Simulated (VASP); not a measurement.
# Mg (P6_3/mmc) in VASP: further runs, part 2 of 2

VASP 6.6.1. The steps go on from the part before.

## (5) Relaxation of cell and atoms, PBEsol+D3(BJ)

This run uses another cell than the first one, of 22.55 Å³/atom, 0.969 times its volume.

File INCAR:

```
SYSTEM = Mg
ALGO     = Normal         ! electronic algorithm
EDIFF    = 1E-6           ! SCF threshold, eV
EDIFFG   = -0.01          ! ionic threshold
ENCUT    = 600            ! plane-wave cutoff, eV
GGA      = PS             ! functional
IBRION   = 2              ! ionic algorithm
ISIF     = 3              ! what is computed and relaxed
ISMEAR   = -1             ! smearing method
IVDW     = 12             ! dispersion correction
LASPH    = .TRUE.         ! aspherical terms in the spheres
LCHARG   = .FALSE.        ! write CHGCAR
LREAL    = .FALSE.        ! projectors in reciprocal space
LWAVE    = .FALSE.        ! write WAVECAR
NELM     = 80             ! most SCF steps
NSW      = 60             ! ionic steps
PREC     = Accurate       ! precision mode
SIGMA    = 0.05           ! smearing width, eV
```

File KPOINTS:

```
k-points
0
G
  10 10 3
  0 0 0
```

File POSCAR:

```
Mg
1.0
    3.1768261656      0.0000000000      0.0000000000
   -1.5884130828      2.7512121628      0.0000000000
    0.0000000000      0.0000000000     10.3188620100
Mg
4
Direct
    0.6666666667      0.3333333333      0.7500000000
    0.0000000000      0.0000000000      0.5000000000
    0.3333333333      0.6666666667      0.2500000000
    0.0000000000      0.0000000000      0.0000000000
```

Potentials or basis: VASP PAW PBE potentials, release 64 (Mg).

Launch:

```console
$ cat potpaw_PBE.64/Mg/POTCAR > POTCAR
$ mpirun -np 1 vasp_std > vasp.out
```

OUTCAR:

```text
SYSTEM = Mg
   EDIFF = 1E-6
   EDIFFG = -0.01
   ENCUT = 600
   GGA = PS
   IBRION = 2
   ISIF = 3
   ISMEAR = -1
   IVDW = 12
   LASPH = .TRUE.
   LREAL = .FALSE.
   NELM = 80
   NSW = 60
   PREC = Accurate
 IVDW          = 12

 ion  position               nearest neighbor table
   1  0.667  0.333  0.750-   2 3.17   4 3.17   2 3.17   4 3.17   2 3.17   4 3.17
   2  0.000  0.000  0.500-   1 3.17   3 3.17   3 3.17   1 3.17   1 3.17   3 3.17
   3  0.333  0.667  0.250-   2 3.17   4 3.17   2 3.17   4 3.17   2 3.17   4 3.17
   4  0.000  0.000  0.000-   1 3.17   3 3.17   3 3.17   1 3.17   1 3.17   3 3.17

  LATTYP: Found a hexagonal cell.
 ALAT       =     3.1768261656
 C/A-ratio  =     3.2481670296

  Lattice vectors:

 A1 = (   3.1768261656,   0.0000000000,   0.0000000000)
 A2 = (  -1.5884130828,   2.7512121628,   0.0000000000)
 A3 = (   0.0000000000,   0.0000000000,  10.3188620100)

Analysis of symmetry for initial positions (statically):
=====================================================================
 Subroutine PRICEL returns:
 Original cell was already a primitive cell.

 Routine SETGRP: Setting up the symmetry group for a
 hexagonal supercell.

 Subroutine GETGRP returns: Found 24 space group operations
 (whereof 12 operations were pure point group operations)
 out of a pool of 24 trial point group operations.

The static configuration has the point symmetry D_3d.
 The point group associated with its full space group is D_6h.

Analysis of symmetry for dynamics (positions and initial velocities):
=====================================================================
 Subroutine PRICEL returns:
 Original cell was already a primitive cell.

 Routine SETGRP: Setting up the symmetry group for a
 hexagonal supercell.

 Subroutine GETGRP returns: Found 24 space group operations
 (whereof 12 operations were pure point group operations)
 out of a pool of 24 trial point group operations.

The dynamic configuration has the point symmetry D_3d.
 The point group associated with its full space group is D_6h.

 Subroutine INISYM returns: Found 24 space group operations
 (whereof 12 operations are pure point group operations),
 and found     1 'primitive' translations

----------------------------------------------------------------------------------------

                                     Primitive cell

  volume of cell :      90.1881

  direct lattice vectors                    reciprocal lattice vectors
     3.176826166  0.000000000  0.000000000     0.314779578  0.181738074  0.000000000
    -1.588413083  2.751212163  0.000000000     0.000000000  0.363476148  0.000000000
     0.000000000  0.000000000 10.318862010     0.000000000  0.000000000  0.096909911

  length of vectors
     3.176826166  3.176826166 10.318862010     0.363476148  0.363476148  0.096909911

  position of ions in fractional coordinates (direct lattice)
     0.666666667  0.333333333  0.750000000
     0.000000000  0.000000000  0.500000000
     0.333333333  0.666666667  0.250000000
     0.000000000  0.000000000  0.000000000

  ion indices of the primitive-cell ions
   primitive index   ion index
                 1           1
                 2           2
                 3           3
                 4           4

----------------------------------------------------------------------------------------

 KPOINTS: k-points

Automatic generation of k-mesh.
 Grid dimensions read from file:
 generate k-points for:   10   10    3

 Generating k-lattice:

  Cartesian coordinates                     Fractional coordinates (reciprocal lattice)
     0.031477958  0.018173807  0.000000000     0.100000000 -0.000000000  0.000000000
     0.000000000  0.036347615  0.000000000     0.000000000  0.100000000  0.000000000
     0.000000000  0.000000000  0.032303304     0.000000000  0.000000000  0.333333333

  Length of vectors
     0.036347615  0.036347615  0.032303304

  Shift w.r.t. Gamma in fractional coordinates (k-lattice)
     0.000000000  0.000000000  0.000000000

 Subroutine IBZKPT returns following result:
 ===========================================

 Found     28 irreducible k-points:

 Following reciprocal coordinates:
            Coordinates               Weight
  0.000000  0.000000  0.000000      1.000000
  0.100000  0.000000  0.000000      6.000000
  0.200000  0.000000  0.000000      6.000000
  0.300000  0.000000  0.000000      6.000000
  0.400000  0.000000  0.000000      6.000000
  0.500000  0.000000  0.000000      3.000000
[... 16 lines left out ...]
  0.300000  0.100000  0.333333     24.000000
  0.400000  0.100000  0.333333     24.000000
 [... further k-points ...]
   k-points           NKPTS =     28   k-points in BZ     NKDIM =     28   number of bands    NBANDS=      8
   number of dos      NEDOS =    301   number of ions     NIONS =      4
   total plane-waves  NPLWV =  65856
   dimension x,y,z NGX =    28 NGY =   28 NGZ =   84
   dimension x,y,z NGXF=    56 NGYF=   56 NGZF=  168
   ions per type =               4
   NGX,Y,Z   is equivalent  to a cutoff of  14.65, 14.65, 13.53 a.u.
   NGXF,Y,Z  is equivalent  to a cutoff of  29.31, 29.31, 27.07 a.u.
 SYSTEM =  Mg
   PREC   = accura    normal or accurate (medium, high low for compatibility)
   ISTART =      0    job   : 0-new  1-cont  2-samecut
   ICHARG =      2    charge: 1-file 2-atom 10-const
   ISPIN  =      1    spin polarized calculation?
   LNONCOLLINEAR =      F non collinear calculations
   LSORBIT =      F    spin-orbit coupling
   LASPH  =      T    aspherical Exc in radial PAW
   ENCUT  =  600.0 eV  44.10 Ry    6.64 a.u.   6.34  6.34 20.61*2*pi/ulx,y,z
   NELM   =     80;   NELMIN=  2; NELMDL= -5     # of ELM steps
   EDIFF  = 0.1E-05   stopping-criterion for ELM
   LREAL  =      F    real-space projection
   EDIFFG = -.1E-01   stopping-criterion for IOM
   NSW    =     60    number of steps for IOM
   IBRION =      2    ionic relax: 0-MD 1-quasi-New 2-CG
   NFREE  =      1    steps in history (QN), initial steepest desc. (CG)
   ISIF   =      3    stress and relaxation
   ISYM   =      2    0-nonsym 1-usesym 2-fastsym
   POTIM  = 0.5000    time-step for ionic-motion
   TEBEG  =    0.0;   TEEND  =   0.0 temperature during run
   PSTRESS=    0.0 pullay stress
   NELECT =       8.0000    total number of electrons
   NUPDOWN=      -1.0000    fix difference up-down
   EMIN   =  10.00;   EMAX   =-10.00  energy-range for DOS
   EFERMI =   0.00;   METHOD = LEGACY
   ISMEAR =    -1;   SIGMA  =   0.05  broadening in eV -4-tet -1-fermi 0-gaus
   EFERMI_NEDOS =   21; number of points for ismear=-14 and -15
   IALGO  =     38    algorithm
   IMIX   =      4    mixing-type and parameters
     AMIX     =   0.40;   BMIX     =  1.00
     AMIX_MAG =   1.60;   BMIX_MAG =  1.00
  volume/ion in A,a.u.               =      22.55       152.15
  Fermi-wavevector in a.u.,A,eV,Ry     =   0.730110  1.379708  7.252733  0.533061
  Thomas-Fermi vector in A             =   1.821999
   LORBIT       =      0    0 simple, 1 ext, 2 COOP (PROOUT), +10 PAW based schemes
   GGA     = PS    functional components
   LHFCALC =     F    Hartree Fock is set to
   AEXX    =    0.0000 exact exchange contribution
   IVDW    =    12    specifies the selected vdW correction
   LEPSILON=     F    determine dielectric tensor
   LRPA    =     F    only Hartree local field effects (RPA)
 conjugate gradient relaxation of ions
 non-spin polarized calculation
  energy-cutoff  :      600.00
  volume of cell :       90.19
 maximum number of plane-waves:      3035
 NGX is ok and might be reduce to    28
   NGX = 13   NGY = 13   NGZ = 41

--------------------------------------- Ionic step        1  -------------------------------------------

 number of electron       8.0000000 magnetization

 Free energy of the ion-electron system (eV)
  ---------------------------------------------------
  ext. energy  EPLUGINS =         0.00000000
  ---------------------------------------------------
  free energy    TOTEN  =        -6.87566322 eV

  energy without entropy =       -6.85724889  energy(sigma->0) =       -6.86645605

------------------------ aborting loop because EDIFF is reached ----------------------------------------

 Edisp (eV)   -1.06542

 E8    (eV) :    -0.7065
[... 201 lines left out ...]
--------------------------------------- Ionic step        6  -------------------------------------------

 number of electron       8.0000000 magnetization

 Free energy of the ion-electron system (eV)
  ---------------------------------------------------
  ext. energy  EPLUGINS =         0.00000000
  ---------------------------------------------------
  free energy    TOTEN  =        -6.84727854 eV

  energy without entropy =       -6.82992222  energy(sigma->0) =       -6.83860038

 E-fermi :   3.0722     XC(G=0):  -8.7498

 val. band max:        3.0445024786   @ k =   0.4000   0.2000   0.0000
 cond. band min:       3.0732739173   @ k =   0.3000   0.3000   0.0000
 fundamental gap:      0.0287714388
 Fermi energy:         3.0721571088

 k-point     1 :       0.0000    0.0000    0.0000
  band No.  band energies     occupation
      1      -4.2737      2.00000
      2      -2.8487      2.00000
      3      -2.8458      2.00000
      4       1.0733      2.00000
      5       1.5777      2.00000
      6       7.9486      0.00000
      7       7.9566      0.00000
      8      14.4799      0.00000
[... 243 lines left out ...]
 k-point    24 :       0.4000    0.1000    0.3333
  band No.  band energies     occupation
      1       0.1408      2.00000
      2       0.5887      2.00000
      3       2.0325      2.00000
      4       2.1890      2.00000
      5       2.8474      1.97790
      6       3.7470      0.00000
      7       4.4723      0.00000
      8       5.6757      0.00000

 [... further k-points ...]

------------------------ aborting loop because EDIFF is reached ----------------------------------------

 Edisp (eV)   -1.12253

 E8    (eV) :    -0.7447
[... 27 lines left out ...]
  FREE ENERGIE OF THE ION-ELECTRON SYSTEM (eV)
  ---------------------------------------------------
  free  energy   TOTEN  =        -7.9698046795 eV

  energy  without entropy=       -7.9524483640  energy(sigma->0) =       -7.96112652

 reached required accuracy - stopping structural energy minimisation
```

It took 39 s on 1 thread of AMD EPYC 9R45 (Zen 5), shared host; peak memory 0.23 GiB.

What came out:

```yaml
Free_energy: -7.9698 eV
Relaxed_volume: 21.45 Å³/atom
Relaxed_cell: a = 3.109 Å, b = 3.109 Å, c = 10.248 Å, α = 90.00°, β = 90.00°, γ = 120.00°
Space_group_after_relaxing_to_0.05_Å: P6_3/mmc (No. 194)
Energy_gained_by_relaxing: 7.2 meV/atom
Ionic_steps: 6
Pressure_after_relaxing: 0.0 GPa
Band_gap_on_the_k_mesh: zero (band 4 reaches 3.53 eV, above the bottom of band 5 at 1.58 eV)
Dispersion_energy_per_atom: -0.281 eV
```

The path:
| step | energy change (eV) | largest force (eV/Å) | pressure (GPa) | volume (Å³) |
| --- | --- | --- | --- | --- |
| 1 | 0.0000 | 0.0000 | -1.85 | 90.19 |
| 2 | -0.0264 | 0.0000 | -0.46 | 86.82 |
| 3 | -0.0281 | 0.0000 | 0.03 | 85.80 |
| 4 | -0.0281 | 0.0000 | 0.07 | 85.71 |
| 5 | -0.0286 | 0.0000 | 0.06 | 85.75 |
| 6 | -0.0287 | 0.0000 | 0.04 | 85.79 |

Final structure:
```
Mg
1.0
     3.10922    0.00000    0.00000
    -1.55461    2.69266    0.00000
     0.00000    0.00000   10.24769
Mg
4
Cartesian
  1.5546 0.8976 7.6858
  -1.5546 2.6927 5.1238
  0.0000 1.7951 2.5619
  -1.5546 2.6927 10.2477
```

Levels at points of the mesh, in eV from the Fermi level:
```csv
k point,band 1,band 2,band 3,band 4,band 5,band 6,band 7,band 8
"(0.00, 0.00, 0.00)",-7.35,-5.92,-5.92,-2.00,-1.49,4.88,4.88,11.41
"(0.50, 0.00, 0.00)",-2.33,-2.28,-1.26,-1.20,-0.61,-0.55,2.69,2.82
```

Caveat: the PAW data sets were made with another functional, which shifts forces and pressure a little; pairwise dispersion overbinds metals, which lowers pressure and volume.

## (6) Relaxation of cell and atoms, PBEsol+D4

This run uses another cell than the first one, of 22.55 Å³/atom, 0.969 times its volume.

File INCAR:

```
PREC = Accurate
ENCUT = 600
EDIFF = 1E-6
ISMEAR = -1
SIGMA = 0.05
LREAL = False
LASPH = True
NELM = 60
ALGO = Normal
ISIF = 3
LWAVE = False
LCHARG = False
GGA = PS
IVDW = 13
IBRION = 2
NSW = 60
EDIFFG = -0.01
```

File KPOINTS:

```
regular mesh
0
Gamma
  10 10 3
```

POSCAR is that of step 5.

Potentials or basis: VASP PAW PBE potentials, release 64 (Mg).

Launch:

```console
$ cat potpaw_PBE.64/Mg/POTCAR > POTCAR
$ mpirun -np 1 vasp_std > vasp.out
```

Run time: 33 s. Hardware: 1 thread of AMD EPYC 9R45 (Zen 5), shared host; peak memory 0.22 GiB.

It converged, with:

| Quantity | Value |
| --- | --- |
| Free energy | -7.0567 eV |
| Relaxed volume | 22.42 Å³/atom |
| Relaxed cell | a = 3.154 Å, b = 3.154 Å, c = 10.409 Å, α = 90.00°, β = 90.00°, γ = 120.00° |
| Space group after relaxing (to 0.05 Å) | P6_3/mmc (No. 194) |
| Energy gained by relaxing | 0.8 meV/atom |
| Ionic steps | 5 |
| Pressure after relaxing | 0.0 GPa |
| Band gap on the k mesh | zero (band 4 reaches 3.30 eV, above the bottom of band 5 at 1.33 eV) |
| Dispersion energy per atom | -0.045 eV |

Step by step:
```tsv
step	energy change (eV)	largest force (eV/Å)	pressure (GPa)	volume (Å³)
1	0.0000	0.0000	-0.19	90.19
2	-0.0020	0.0000	-0.03	89.83
3	-0.0030	0.0000	0.15	89.41
4	-0.0030	0.0000	0.16	89.38
5	-0.0032	0.0000	0.04	89.68
```

Final structure:
```yaml
crystal:
  lattice:
    - [3.15413, 0.00000, 0.00000]
    - [-1.57706, 2.73156, 0.00000]
    - [0.00000, 0.00000, 10.40908]
  atoms:
    - { symbol: Mg, position: [0.66667, 0.33333, 0.75000] }
    - { symbol: Mg, position: [0.00000, 0.00000, 0.50000] }
    - { symbol: Mg, position: [0.33333, 0.66667, 0.25000] }
    - { symbol: Mg, position: [0.00000, 0.00000, 0.00000] }
```

Levels at points of the mesh, in eV from the Fermi level:
| k point | band 1 | band 2 | band 3 | band 4 | band 5 | band 6 | band 7 | band 8 |
| --- | --- | --- | --- | --- | --- | --- | --- | --- |
| (0.00, 0.00, 0.00) | -7.15 | -5.77 | -5.77 | -1.93 | -1.51 | 4.72 | 4.73 | 11.15 |
| (0.50, 0.00, 0.00) | -2.25 | -2.23 | -1.21 | -1.17 | -0.61 | -0.56 | 2.63 | 2.79 |

Caveat: the PAW data sets were made with another functional, which shifts forces and pressure a little; pairwise dispersion overbinds metals, which lowers pressure and volume.

## (7) Overview

```csv
task,level,cell,cutoff (eV),gap on the mesh (eV),pressure (GPa),relaxed volume (Å³/atom)
single point,RPBE+D4,"a = 3.193, b = 3.193, c = 10.538 Å, angles 90.0, 90.0, 120.0°, 4 atoms",520,none,-0.2,-
relaxation of cell and atoms,PBE+D3(BJ),"relaxed from a = 3.177, b = 3.177, c = 10.319 Å, angles 90.0, 90.0, 120.0°, 4 atoms",600,none,0.0,21.77
relaxation of cell and atoms,PBE+D4,"relaxed from a = 3.177, b = 3.177, c = 10.319 Å, angles 90.0, 90.0, 120.0°, 4 atoms",600,none,0.0,22.73
relaxation of cell and atoms,PBEsol+D3(BJ),"relaxed from a = 3.177, b = 3.177, c = 10.319 Å, angles 90.0, 90.0, 120.0°, 4 atoms",600,none,0.0,21.45
relaxation of cell and atoms,PBEsol+D4,"relaxed from a = 3.177, b = 3.177, c = 10.319 Å, angles 90.0, 90.0, 120.0°, 4 atoms",600,none,0.0,22.42
```

Alike in all rows: potentials or basis VASP PAW PBE potentials, release 64 (Mg); no spin polarisation; k mesh 10 × 10 × 3; smearing fermi-dirac 0.05 eV.

Caveats: pairwise dispersion overbinds metals, which lowers pressure and volume; the PAW data sets were made with another functional, which shifts forces and pressure a little (some runs).

Absolute energies hang on the potentials; compare differences alone.
